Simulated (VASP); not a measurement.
Input of a VASP 6.6.1 run:

Contents of INCAR:

```
SYSTEM = As
  PREC = Accurate
  ENCUT = 520
  EDIFF = 1E-6
  ISMEAR = 0
  SIGMA = 0.1
  LREAL = .False.
  LASPH = .True.
  NELM = 100
  ALGO = Normal
  ISIF = 2
  LWAVE = .False.
  LCHARG = .True.
  GGA = PE
  IVDW = 12
  LELF = .True.
  LVHAR = .True.
  NBANDS = 18
```

File KPOINTS:

```
regular mesh
0
Gamma
  6 6 4
  0 0 0
```

File POSCAR:

```
As
1.0
    1.8250000000     -5.5000000000      0.0000000000
    1.8250000000      5.5000000000      0.0000000000
    0.0000000000      0.0000000000      4.4700000000
As
4
Direct
    0.1100000000      0.8900000000      0.0600000000
    0.6100000000      0.3900000000      0.4400000000
    0.8900000000      0.1100000000      0.9400000000
    0.3900000000      0.6100000000      0.5600000000
```

Potentials or basis: VASP PAW PBE potentials, release 64 (As).

The run is started by

```bash
$ cat potpaw_PBE.64/As/POTCAR > POTCAR
$ mpirun -np 1 vasp_std > vasp.out
```

Q: Predict the band gap on the k mesh.

A: 0.28 eV, indirect (least direct gap 0.46 eV).

Q: Predict the dispersion energy per atom.

A: -0.401 eV.

Q: Estimate the largest force.

A: 0.143 eV/Å.

Stress tensor (GPa, compression positive):
```
 1.99  0.00  0.00
 0.00  0.11  0.00
 0.00  0.00 -0.86
```

A k mesh can miss the band edges.
